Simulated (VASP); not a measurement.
# C (P-1) in VASP: further runs, part 2 of 2

VASP 6.6.1. Earlier steps stand in the parts before.

## 3. Single point, r2SCAN (atom 1 (C) moved by (+0.100, -0.100) A along [1 1 0] and z)

POSCAR reads:

```
C
1.0
    0.0000000000      2.1267565396      3.5617636613
    1.2279212041      0.0000000000      3.5617636613
    1.2279212041      2.1267565396      0.0000000000
C
2
Direct
    0.1404971633      0.8314268582      0.2261588222
    0.8332960723      0.1667039277      0.8332960723
```

INCAR.step1 reads:

```
SYSTEM = C
PREC     = Accurate       ! precision mode
ENCUT    = 520            ! plane-wave cutoff, eV
ISMEAR   = 0              ! smearing method
SIGMA    = 0.05           ! smearing width, eV
LREAL    = .FALSE.        ! projectors in reciprocal space
LASPH    = .TRUE.         ! aspherical terms in the spheres
NELM     = 100            ! most SCF steps
NBANDS   = 11             ! bands
GGA      = PE             ! functional
ALGO     = Normal         ! electronic algorithm
EDIFF    = 1E-4           ! SCF threshold, eV
LWAVE    = .TRUE.         ! write WAVECAR
LCHARG   = .FALSE.        ! write CHGCAR
```

INCAR.step2 reads:

```
SYSTEM = C
PREC     = Accurate       ! precision mode
ENCUT    = 520            ! plane-wave cutoff, eV
EDIFF    = 1E-7           ! SCF threshold, eV
ISMEAR   = 0              ! smearing method
SIGMA    = 0.05           ! smearing width, eV
LREAL    = .FALSE.        ! projectors in reciprocal space
LASPH    = .TRUE.         ! aspherical terms in the spheres
NELM     = 100            ! most SCF steps
ALGO     = Normal         ! electronic algorithm
ISIF     = 2              ! what is computed and relaxed
LWAVE    = .FALSE.        ! write WAVECAR
LCHARG   = .TRUE.         ! write CHGCAR
METAGGA  = R2SCAN         ! meta-GGA
LMIXTAU  = .TRUE.       
LELF     = .TRUE.         ! ELF
LVHAR    = .TRUE.       
NBANDS   = 11             ! bands
ISTART   = 1
```

KPOINTS reads:

```
Automatic mesh
0
G
  14 14 14
  0 0 0
```

Potentials or basis: VASP PAW PBE potentials, release 64 (C).

Run with:

```bash
$ cat potpaw_PBE.64/C/POTCAR > POTCAR
$ cp INCAR.step1 INCAR
$ mpirun -np 1 vasp_std > vasp.out
$ cp INCAR.step2 INCAR
$ mpirun -np 1 vasp_std > vasp.out
```

OUTCAR:

```text
SYSTEM = C
   PREC = Accurate
   ENCUT = 520
   EDIFF = 1E-7
   ISMEAR = 0
   LREAL = .FALSE.
   LASPH = .TRUE.
   NELM = 100
   ISIF = 2
   METAGGA = R2SCAN
   ISTART = 1

 ion  position               nearest neighbor table
   1  0.140  0.831  0.226-   2 1.33   2 1.45   2 1.49
   2  0.833  0.167  0.833-   1 1.33   1 1.45   1 1.49

  LATTYP: Found a face centered orthorhombic cell.
 ALAT       =     2.4558424082
 B/A-ratio  =     1.7319975683
 C/A-ratio  =     2.9006451305

  Lattice vectors:

 A1 = (   0.0000000000,   2.1267565396,   3.5617636613)
 A2 = (   1.2279212041,   0.0000000000,   3.5617636613)
 A3 = (   1.2279212041,   2.1267565396,   0.0000000000)

Analysis of symmetry for initial positions (statically):
=====================================================================
 Subroutine PRICEL returns:
 Original cell was already a primitive cell.

 Routine SETGRP: Setting up the symmetry group for a
 face centered orthorhombic supercell.

 Subroutine GETGRP returns: Found  2 space group operations
 (whereof  1 operations were pure point group operations)
 out of a pool of  8 trial point group operations.

The static configuration has the point symmetry C_1 .
 The point group associated with its full space group is S_2 .

Analysis of symmetry for dynamics (positions and initial velocities):
=====================================================================
 Subroutine PRICEL returns:
 Original cell was already a primitive cell.

 Routine SETGRP: Setting up the symmetry group for a
 face centered orthorhombic supercell.

 Subroutine GETGRP returns: Found  2 space group operations
 (whereof  1 operations were pure point group operations)
 out of a pool of  8 trial point group operations.

The dynamic configuration has the point symmetry C_1 .
 The point group associated with its full space group is S_2 .

 Subroutine INISYM returns: Found  2 space group operations
 (whereof  1 operations are pure point group operations),
 and found     1 'primitive' translations

[... 120 lines left out ...]
   LHFCALC =     F    Hartree Fock is set to
   AEXX    =    0.0000 exact exchange contribution
   IVDW    =     0    specifies the selected vdW correction
   LEPSILON=     F    determine dielectric tensor
   LRPA    =     F    only Hartree local field effects (RPA)
 non-spin polarized calculation
 Gauss-broadening in eV      SIGMA  =   0.05
  energy-cutoff  :      520.00
  volume of cell :       18.60
 maximum number of plane-waves:       522
   NGX = 15   NGY = 13   NGZ =  9

 number of electron       8.0000000 magnetization

 Free energy of the ion-electron system (eV)
  ---------------------------------------------------
  ext. energy  EPLUGINS =         0.00000000
  ---------------------------------------------------
  free energy    TOTEN  =       -19.49566625 eV

  energy without entropy =      -19.49562847  energy(sigma->0) =      -19.49564736

 E-fermi :   4.1103     XC(G=0): -10.7187

 val. band max:        4.0954853111   @ k =   0.2857  -0.0000  -0.3571
 cond. band min:       4.1251328965   @ k =   0.2857  -0.0000  -0.3571
 fundamental gap:      0.0296475854
 Fermi energy:         4.1103278545

 k-point     1 :       0.0000    0.0000    0.0000
  band No.  band energies     occupation
      1     -16.7491      2.00000
      2      -3.1674      2.00000
      3      -0.4424      2.00000
      4       2.7000      2.00000
      5       7.9238      0.00000
      6      10.8928      0.00000
      7      14.7715      0.00000
      8      16.8206      0.00000
      9      17.6974      0.00000
     10      28.0626      0.00000
     11      28.8781      0.00000
[... 309 lines left out ...]
 k-point    24 :      -0.0000   -0.0000    0.4286
  band No.  band energies     occupation
      1     -12.2576      2.00000
      2      -9.0253      2.00000
      3      -1.7891      2.00000
      4       1.4226      2.00000
      5       5.9810      0.00000
      6      12.3689      0.00000
      7      14.9556      0.00000
      8      19.3287      0.00000
      9      22.9532      0.00000
     10      24.4381      0.00000
     11      27.3838      0.00000

 [... further k-points ...]

------------------------ aborting loop because EDIFF is reached ----------------------------------------

  FORCE on cell =-STRESS in cart. coord.  units (eV):
  Direction    XX          YY          ZZ          XY          YZ          ZX
  --------------------------------------------------------------------------------------
  -------------------------------------------------------------------------------------
  Total        1.7435600      0.1081909     -0.1892301      0.9063017      0.3948750      0.4545812
  in kB      150.1634019      9.3178939    -16.2973622     78.0548664     34.0084552     39.1506263
  external PRESSURE =      47.7279779 kB  Pullay stress =       0.0000000 kB

 VOLUME and BASIS-vectors are now :
 -----------------------------------------------------------------------------
  energy-cutoff  :      520.00
  volume of cell :       18.60
      direct lattice vectors                 reciprocal lattice vectors
     0.000000000  2.126756540  3.561763661    -0.407192252  0.235099783  0.140379893
     1.227921204  0.000000000  3.561763661     0.407192252 -0.235099783  0.140379893
     1.227921204  2.126756540  0.000000000     0.407192252  0.235099783 -0.140379893

 POSITION                                       TOTAL-FORCE (eV/Angst)
 -----------------------------------------------------------------------------------
      1.29863      0.77979      3.46176        -4.529239     -3.896157      1.607614
      1.22792      3.54444      3.56176         4.529239      3.896157     -1.607614
 -----------------------------------------------------------------------------------
    total drift:                                0.000002     -0.000002     -0.000003

  FREE ENERGIE OF THE ION-ELECTRON SYSTEM (eV)
  ---------------------------------------------------
  free  energy   TOTEN  =       -19.4956662473 eV

  energy  without entropy=      -19.4956284725  energy(sigma->0) =      -19.49564736
```

OSZICAR.step1:

```text
N       E                     dE             d eps       ncg     rms          rms(c)
DAV:   1     0.220594360523E+01    0.22059E+01   -0.41360E+03 30832   0.646E+02
DAV:   2    -0.188616427898E+02   -0.21068E+02   -0.20257E+02 39749   0.122E+02
DAV:   3    -0.193600823220E+02   -0.49844E+00   -0.49746E+00 38068   0.155E+01
DAV:   4    -0.193621181891E+02   -0.20359E-02   -0.20357E-02 35514   0.120E+00
DAV:   5    -0.193621273532E+02   -0.91640E-05   -0.91640E-05 38706   0.730E-02    0.653E+00
DAV:   6    -0.183720417501E+02    0.99009E+00   -0.83222E-01 34969   0.548E+00    0.378E+00
DAV:   7    -0.180590983157E+02    0.31294E+00   -0.94884E-01 35989   0.586E+00    0.109E+00
DAV:   8    -0.180636992337E+02   -0.46009E-02   -0.26083E-02 33819   0.107E+00    0.131E-01
DAV:   9    -0.180633341450E+02    0.36509E-03   -0.10139E-03 37217   0.212E-01    0.609E-02
DAV:  10    -0.180634206706E+02   -0.86526E-04   -0.13909E-04 34010   0.859E-02
   1 F= -.18063421E+02 E0= -.18063402E+02  d E =-.376845E-04
```

Wall time 20 min (1 thread of AMD EPYC 7R13 (Zen 3), shared host); peak memory 0.3 GiB.

What came out:

- Free energy: -19.4957 eV
- Pressure: 4.8 GPa
- Largest force: 6.187 eV/Å
- Band gap on the k mesh: 0.03 eV, direct

Forces on the atoms (eV/Å):
```
C   -4.529 -3.896  1.608
C    4.529  3.896 -1.608
```

Levels at points of the mesh, in eV from the valence-band top:
| k point | band 1 | band 2 | band 3 | band 4 | band 5 | band 6 | band 7 | band 8 | band 9 |
| --- | --- | --- | --- | --- | --- | --- | --- | --- | --- |
| (0.00, 0.00, 0.00) | -20.84 | -7.26 | -4.54 | -1.40 | 3.83 | 6.80 | 10.68 | 12.73 | 13.60 |
| (0.50, 0.00, 0.00) | -15.46 | -13.70 | -6.65 | -2.64 | 1.93 | 7.27 | 13.42 | 13.59 | 19.01 |
| (0.50, 0.50, 0.50) | -14.87 | -14.77 | -6.03 | -1.61 | 0.48 | 8.19 | 13.03 | 13.58 | 19.67 |
| (0.00, 0.00, 0.50) | -14.87 | -14.77 | -6.03 | -1.80 | 0.78 | 8.19 | 12.31 | 13.82 | 19.56 |
| (0.00, 0.50, 0.00) | -15.45 | -13.70 | -6.65 | -2.77 | 2.33 | 7.29 | 12.08 | 14.02 | 19.19 |
| (0.50, 0.50, 0.00) | -20.66 | -8.75 | -4.55 | -1.39 | 6.81 | 9.69 | 10.66 | 11.95 | 13.48 |
| (0.50, 0.00, 0.50) | -15.63 | -13.38 | -7.08 | -2.46 | 3.37 | 7.51 | 11.46 | 11.84 | 17.97 |
| (0.00, 0.50, 0.50) | -15.50 | -13.27 | -7.11 | -3.47 | 2.02 | 7.26 | 13.92 | 16.94 | 19.35 |

Caveat: the cell differs from its parent crystal (atom 1 (C) moved by (+0.100, -0.100) A along [1 1 0] and z); the PAW data sets were made with another functional, which shifts forces and pressure a little. A k mesh can miss the band edges.
